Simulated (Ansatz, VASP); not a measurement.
# One calculation of CsPbCl3, two programs

```xyz
5
Lattice="5.6050 0.0000 0.0000 0.0000 5.6050 0.0000 0.0000 0.0000 5.6050" Properties=species:S:1:pos:R:3 pbc="T T T"
Cs    0.0000    0.0000    0.0000
Pb    2.8025    2.8025    2.8025
Cl    2.8025    2.8025    0.0000
Cl    0.0000    2.8025    2.8025
Cl    2.8025    0.0000    2.8025
```

Alike in both runs: task single point; functional PBE; k mesh 8 × 8 × 8; no spin polarisation.

|  | VASP | Ansatz |
| --- | --- | --- |
| version | VASP 6.6.1 | Ansatz 0.2.0 |
| potentials or method | VASP PAW PBE potentials, release 64 (Cs_sv, Pb_d, Cl) | scalar-relativistic, plane waves, PAW |
| plane-wave cutoff (eV) | 520 | 420 |
| occupations | gaussian, width 0.01 eV | fixed |
| valence electrons in the cell | 44 | 44 |

|  | VASP | Ansatz | Ansatz less VASP |
| --- | --- | --- | --- |
| gap on the k mesh at the Fermi level (eV) | 1.94 | 1.93 | -0.010 |
| least direct gap on the mesh (eV) | 1.94 | 1.93 | -0.010 |

Neither program's run includes spin-orbit coupling.
